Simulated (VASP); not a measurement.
# O (P2/c) in VASP: a series of runs

Runs on O. Level: PBEsol. Tasks: single point.

Everything below comes from runs of VASP 6.6.1. Logs are shortened: lines on timing, memory, paths and dates and some standing lists are left out, and cuts for length are marked.

## (1) The cell of the first run

Symmetry: P2/c, No. 13, monoclinic system. Conventional cell: a = 3.892 Å, b = 3.789 Å, c = 3.145 Å, α = 90.00°, β = 108.48°, γ = 90.00°. Within 1.7 Å of O (site symmetry 1) lie 1 O at 1.23 Å.

## (2) Single point, PBEsol

Contents of INCAR:

```
  ALGO = Normal
  EDIFF = 1E-6
  ENCUT = 520
  GGA = PS
  ISIF = 2
  ISMEAR = 0
  LASPH = True
  LCHARG = False
  LREAL = False
  LWAVE = False
  NBANDS = 20
  NELM = 100
  PREC = Accurate
  SIGMA = 0.05
```

Contents of KPOINTS:

```
k-points
0
Gamma
  6 6 6
```

Contents of POSCAR:

```
O
1.0
    3.8922577200      0.0000000000      0.0000000000
    0.0000000000      3.7894570000      0.0000000000
   -0.9966562300      0.0000000000      2.9829488369
O
4
Direct
    0.3329660000      0.6941230000      0.6812950000
    0.6670340000      0.6941230000      0.8187050000
    0.6670340000      0.3058770000      0.3187050000
    0.3329660000      0.3058770000      0.1812950000
```

Potentials or basis: VASP PAW PBE potentials, release 64 (O).

Run with:

```
cat potpaw_PBE.64/O/POTCAR > POTCAR
mpirun -np 1 vasp_std > vasp.out
```

OUTCAR:

```text
EDIFF = 1E-6
   ENCUT = 520
   GGA = PS
   ISIF = 2
   ISMEAR = 0
   LASPH = True
   LREAL = False
   NELM = 100
   PREC = Accurate

 ion  position               nearest neighbor table
   1  0.333  0.694  0.681-   2 1.23
   2  0.667  0.694  0.819-   1 1.23
   3  0.667  0.306  0.319-   4 1.23
   4  0.333  0.306  0.181-   3 1.23

  LATTYP: Found a simple monoclinic cell.
 ALAT       =     3.1450448970
 B/A-ratio  =     1.2048975846
 C/A-ratio  =     1.2375841514
 COS(beta)  =    -0.3168972980

  Lattice vectors:

 A1 = (  -0.9966562300,   0.0000000000,   2.9829488369)
 A2 = (   0.0000000000,  -3.7894570000,   0.0000000000)
 A3 = (   3.8922577200,   0.0000000000,   0.0000000000)

Analysis of symmetry for initial positions (statically):
=====================================================================
 Subroutine PRICEL returns:
 Original cell was already a primitive cell.

 Routine SETGRP: Setting up the symmetry group for a
 simple monoclinic supercell.

 Subroutine GETGRP returns: Found  4 space group operations
 (whereof  2 operations were pure point group operations)
 out of a pool of  4 trial point group operations.

The static configuration has the point symmetry S_2 .
 The point group associated with its full space group is C_2h.

Analysis of symmetry for dynamics (positions and initial velocities):
=====================================================================
 Subroutine PRICEL returns:
 Original cell was already a primitive cell.

 Routine SETGRP: Setting up the symmetry group for a
 simple monoclinic supercell.

 Subroutine GETGRP returns: Found  4 space group operations
 (whereof  2 operations were pure point group operations)
 out of a pool of  4 trial point group operations.

The dynamic configuration has the point symmetry S_2 .
 The point group associated with its full space group is C_2h.

 Subroutine INISYM returns: Found  4 space group operations
 (whereof  2 operations are pure point group operations),
 and found     1 'primitive' translations

----------------------------------------------------------------------------------------

                                     Primitive cell

  volume of cell :      43.9971

  direct lattice vectors                    reciprocal lattice vectors
     3.892257720  0.000000000  0.000000000     0.256920295  0.000000000  0.085841637
     0.000000000  3.789457000  0.000000000     0.000000000  0.263890051  0.000000000
    -0.996656230  0.000000000  2.982948837     0.000000000  0.000000000  0.335238737

  length of vectors
     3.892257720  3.789457000  3.145044897     0.270881569  0.263890051  0.335238737

  position of ions in fractional coordinates (direct lattice)
     0.332966000  0.694123000  0.681295000
     0.667034000  0.694123000  0.818705000
     0.667034000  0.305877000  0.318705000
     0.332966000  0.305877000  0.181295000

  ion indices of the primitive-cell ions
   primitive index   ion index
                 1           1
                 2           2
                 3           3
                 4           4

----------------------------------------------------------------------------------------

 KPOINTS: k-points

Automatic generation of k-mesh.
 Grid dimensions read from file:
 generate k-points for:    6    6    6

 Generating k-lattice:

  Cartesian coordinates                     Fractional coordinates (reciprocal lattice)
     0.042820049  0.000000000  0.014306940     0.166666667  0.000000000  0.000000000
     0.000000000  0.043981675  0.000000000     0.000000000  0.166666667  0.000000000
     0.000000000  0.000000000  0.055873123     0.000000000  0.000000000  0.166666667

  Length of vectors
     0.045146928  0.043981675  0.055873123

  Shift w.r.t. Gamma in fractional coordinates (k-lattice)
     0.000000000  0.000000000  0.000000000

 Subroutine IBZKPT returns following result:
 ===========================================

 Found     80 irreducible k-points:

 Following reciprocal coordinates:
            Coordinates               Weight
  0.000000  0.000000  0.000000      1.000000
  0.166667  0.000000 -0.000000      2.000000
  0.333333  0.000000 -0.000000      2.000000
  0.500000  0.000000 -0.000000      1.000000
  0.000000  0.166667  0.000000      2.000000
  0.166667  0.166667 -0.000000      4.000000
[... 16 lines left out ...]
  0.000000  0.166667  0.166667      4.000000
  0.166667  0.166667  0.166667      4.000000
 [... further k-points ...]
   k-points           NKPTS =     80   k-points in BZ     NKDIM =     80   number of bands    NBANDS=     20
   number of dos      NEDOS =    301   number of ions     NIONS =      4
   total plane-waves  NPLWV =  20160
   dimension x,y,z NGX =    30 NGY =   28 NGZ =   24
   dimension x,y,z NGXF=    60 NGYF=   56 NGZF=   48
   ions per type =               4
   NGX,Y,Z   is equivalent  to a cutoff of  12.81, 12.28, 12.69 a.u.
   NGXF,Y,Z  is equivalent  to a cutoff of  25.63, 24.57, 25.37 a.u.
 SYSTEM =  unknown system
   PREC   = accura    normal or accurate (medium, high low for compatibility)
   ISTART =      0    job   : 0-new  1-cont  2-samecut
   ICHARG =      2    charge: 1-file 2-atom 10-const
   ISPIN  =      1    spin polarized calculation?
   LNONCOLLINEAR =      F non collinear calculations
   LSORBIT =      F    spin-orbit coupling
   LASPH  =      T    aspherical Exc in radial PAW
   ENCUT  =  520.0 eV  38.22 Ry    6.18 a.u.   7.24  7.05  5.85*2*pi/ulx,y,z
   NELM   =    100;   NELMIN=  2; NELMDL= -5     # of ELM steps
   EDIFF  = 0.1E-05   stopping-criterion for ELM
   LREAL  =      F    real-space projection
   EDIFFG = 0.1E-04   stopping-criterion for IOM
   NSW    =      0    number of steps for IOM
   IBRION =     -1    ionic relax: 0-MD 1-quasi-New 2-CG
   NFREE  =      0    steps in history (QN), initial steepest desc. (CG)
   ISIF   =      2    stress and relaxation
   ISYM   =      2    0-nonsym 1-usesym 2-fastsym
   POTIM  = 0.5000    time-step for ionic-motion
   TEBEG  =    0.0;   TEEND  =   0.0 temperature during run
   PSTRESS=    0.0 pullay stress
   NELECT =      24.0000    total number of electrons
   NUPDOWN=      -1.0000    fix difference up-down
   EMIN   =  10.00;   EMAX   =-10.00  energy-range for DOS
   EFERMI =   0.00;   METHOD = LEGACY
   ISMEAR =     0;   SIGMA  =   0.05  broadening in eV -4-tet -1-fermi 0-gaus
   EFERMI_NEDOS =   21; number of points for ismear=-14 and -15
   IALGO  =     38    algorithm
   IMIX   =      4    mixing-type and parameters
     AMIX     =   0.40;   BMIX     =  1.00
     AMIX_MAG =   1.60;   BMIX_MAG =  1.00
  volume/ion in A,a.u.               =      11.00        74.23
  Fermi-wavevector in a.u.,A,eV,Ry     =   1.337633  2.527761 24.344404  1.789263
  Thomas-Fermi vector in A             =   2.466167
   LORBIT       =      0    0 simple, 1 ext, 2 COOP (PROOUT), +10 PAW based schemes
   GGA     = PS    functional components
   LHFCALC =     F    Hartree Fock is set to
   AEXX    =    0.0000 exact exchange contribution
   IVDW    =     0    specifies the selected vdW correction
   LEPSILON=     F    determine dielectric tensor
   LRPA    =     F    only Hartree local field effects (RPA)
 non-spin polarized calculation
 Gauss-broadening in eV      SIGMA  =   0.05
  energy-cutoff  :      520.00
  volume of cell :       44.00
 maximum number of plane-waves:      1196
 NGX is ok and might be reduce to    30
   NGX = 15   NGY = 15   NGZ = 11

 number of electron      23.9999986 magnetization

 Free energy of the ion-electron system (eV)
  ---------------------------------------------------
  ext. energy  EPLUGINS =         0.00000000
  ---------------------------------------------------
  free energy    TOTEN  =       -20.90458417 eV

  energy without entropy =      -20.90458417  energy(sigma->0) =      -20.90458417

 E-fermi :   0.4315     XC(G=0):  -9.7285

 val. band max:        0.2198240014   @ k =   0.0000   0.5000   0.0000
 cond. band min:       0.6412072790   @ k =   0.5000   0.5000  -0.0000
 fundamental gap:      0.4213832777
 Fermi energy:         0.4314972951

 k-point     1 :       0.0000    0.0000    0.0000
  band No.  band energies     occupation
      1     -26.6504      2.00000
      2     -24.9168      2.00000
      3     -14.1593      2.00000
      4     -12.1645      2.00000
      5      -8.4726      2.00000
      6      -7.5485      2.00000
[... 12 lines left out ...]
     19      14.1148      0.00000
     20      17.0979      0.00000

 k-point     2 :       0.1667    0.0000   -0.0000
  band No.  band energies     occupation
      1     -26.6339      2.00000
      2     -24.9132      2.00000
      3     -14.4089      2.00000
      4     -12.2235      2.00000
      5      -8.1126      2.00000
      6      -7.4167      2.00000
[... 12 lines left out ...]
     19      13.7462      0.00000
     20      17.5572      0.00000

 k-point     3 :       0.3333    0.0000   -0.0000
  band No.  band energies     occupation
      1     -26.5999      2.00000
      2     -24.9058      2.00000
      3     -14.8396      2.00000
      4     -12.3366      2.00000
      5      -7.6935      2.00000
      6      -7.3326      2.00000
[... 12 lines left out ...]
     19      13.4495      0.00000
     20      17.7062      0.00000

 k-point     4 :       0.5000    0.0000   -0.0000
  band No.  band energies     occupation
      1     -26.5827      2.00000
      2     -24.9018      2.00000
      3     -15.0307      2.00000
      4     -12.3911      2.00000
      5      -7.5907      2.00000
      6      -7.3638      2.00000
[... 12 lines left out ...]
     19      13.4137      0.00000
     20      17.6735      0.00000

 k-point     5 :       0.0000    0.1667    0.0000
  band No.  band energies     occupation
      1     -26.6070      2.00000
      2     -24.9706      2.00000
      3     -14.1080      2.00000
      4     -12.2322      2.00000
      5      -8.4410      2.00000
      6      -7.4828      2.00000
[... 12 lines left out ...]
     19      14.3155      0.00000
     20      16.6655      0.00000

 k-point     6 :       0.1667    0.1667   -0.0000
  band No.  band energies     occupation
      1     -26.5907      2.00000
      2     -24.9661      2.00000
      3     -14.3506      2.00000
      4     -12.3033      2.00000
      5      -8.0860      2.00000
      6      -7.3403      2.00000
[... 12 lines left out ...]
     19      13.9427      0.00000
     20      16.8052      0.00000

 k-point     7 :       0.3333    0.1667   -0.0000
  band No.  band energies     occupation
      1     -26.5577      2.00000
      2     -24.9571      2.00000
      3     -14.7710      2.00000
      4     -12.4383      2.00000
      5      -7.6277      2.00000
      6      -7.2659      2.00000
[... 12 lines left out ...]
     19      13.5991      0.00000
     20      17.1391      0.00000
[... 277 lines left out ...]
 k-point    20 :       0.5000    0.0000    0.1667
  band No.  band energies     occupation
      1     -26.4675      2.00000
      2     -25.0081      2.00000
      3     -14.8271      2.00000
      4     -12.5126      2.00000
      5      -7.5704      2.00000
      6      -7.5653      2.00000
[... 12 lines left out ...]
     19      13.6408      0.00000
     20      17.2195      0.00000

 k-point    21 :      -0.3333    0.0000    0.1667
  band No.  band energies     occupation
      1     -26.4928      2.00000
      2     -25.0096      2.00000
      3     -14.5321      2.00000
      4     -12.4913      2.00000
      5      -7.7922      2.00000
      6      -7.4722      2.00000
[... 12 lines left out ...]
     19      13.7169      0.00000
     20      16.8626      0.00000

 k-point    22 :      -0.1667    0.0000    0.1667
  band No.  band energies     occupation
      1     -26.5220      2.00000
      2     -25.0156      2.00000
      3     -14.1292      2.00000
      4     -12.4016      2.00000
      5      -8.2761      2.00000
      6      -7.4181      2.00000
[... 12 lines left out ...]
     19      14.1877      0.00000
     20      17.5637      0.00000

 k-point    23 :       0.0000    0.1667    0.1667
  band No.  band energies     occupation
      1     -26.4876      2.00000
      2     -25.0646      2.00000
      3     -14.0126      2.00000
      4     -12.3870      2.00000
      5      -8.3441      2.00000
      6      -7.7070      2.00000
[... 12 lines left out ...]
     19      14.5726      0.00000
     20      16.9528      0.00000

 k-point    24 :       0.1667    0.1667    0.1667
  band No.  band energies     occupation
      1     -26.4636      2.00000
      2     -25.0617      2.00000
      3     -14.3559      2.00000
      4     -12.4301      2.00000
      5      -7.9218      2.00000
      6      -7.5966      2.00000
[... 12 lines left out ...]
     19      14.1451      0.00000
     20      17.2871      0.00000

 [... further k-points ...]

------------------------ aborting loop because EDIFF is reached ----------------------------------------

  FORCE on cell =-STRESS in cart. coord.  units (eV):
  Direction    XX          YY          ZZ          XY          YZ          ZX
  --------------------------------------------------------------------------------------
  -------------------------------------------------------------------------------------
  Total       -0.5884337     -0.1203645     -1.0822414      0.0000000      0.0000000     -0.4754683
  in kB      -21.4281034     -4.3831318    -39.4103539      0.0000000      0.0000000    -17.3144140
  external PRESSURE =     -21.7405297 kB  Pullay stress =       0.0000000 kB

 VOLUME and BASIS-vectors are now :
 -----------------------------------------------------------------------------
  energy-cutoff  :      520.00
  volume of cell :       44.00
      direct lattice vectors                 reciprocal lattice vectors
     3.892257720  0.000000000  0.000000000     0.256920295  0.000000000  0.085841637
     0.000000000  3.789457000  0.000000000     0.000000000  0.263890051  0.000000000
    -0.996656230  0.000000000  2.982948837     0.000000000  0.000000000  0.335238737

 POSITION                                       TOTAL-FORCE (eV/Angst)
 -----------------------------------------------------------------------------------
      0.61697      2.63035      2.03227         0.621325     -0.287939      0.364946
      1.78030      2.63035      2.44216        -0.621325     -0.287939     -0.364946
      2.27863      1.15911      0.95068        -0.621325      0.287939     -0.364946
      1.11530      1.15911      0.54079         0.621325      0.287939      0.364946
 -----------------------------------------------------------------------------------
    total drift:                                0.000000     -0.000000     -0.000000

  FREE ENERGIE OF THE ION-ELECTRON SYSTEM (eV)
  ---------------------------------------------------
  free  energy   TOTEN  =       -20.9045841686 eV

  energy  without entropy=      -20.9045841686  energy(sigma->0) =      -20.90458417
```

Wall time 66 s (1 thread of Intel Xeon Platinum 8375C at 2.90GHz (Ice Lake), shared host); peak memory 0.17 GiB.

What came out:

* Free energy: -20.9046 eV
* Pressure: -2.2 GPa
* Largest force: 0.776 eV/Å
* Band gap on the k mesh: 0.42 eV, indirect (least direct gap 0.60 eV)

Forces on the atoms (eV/Å):
```
O    0.621 -0.288  0.365
O   -0.621 -0.288 -0.365
O   -0.621  0.288 -0.365
O    0.621  0.288  0.365
```

Stress tensor (GPa, compression positive):
```
-2.14  0.00 -1.73
 0.00 -0.44  0.00
-1.73  0.00 -3.94
```

Caveat: the standard files for N, O and F lose accuracy on very short bonds; spin is off for a triplet molecule; the PAW data sets were made with another functional, which shifts forces and pressure a little.

[end of part 1 of 2]
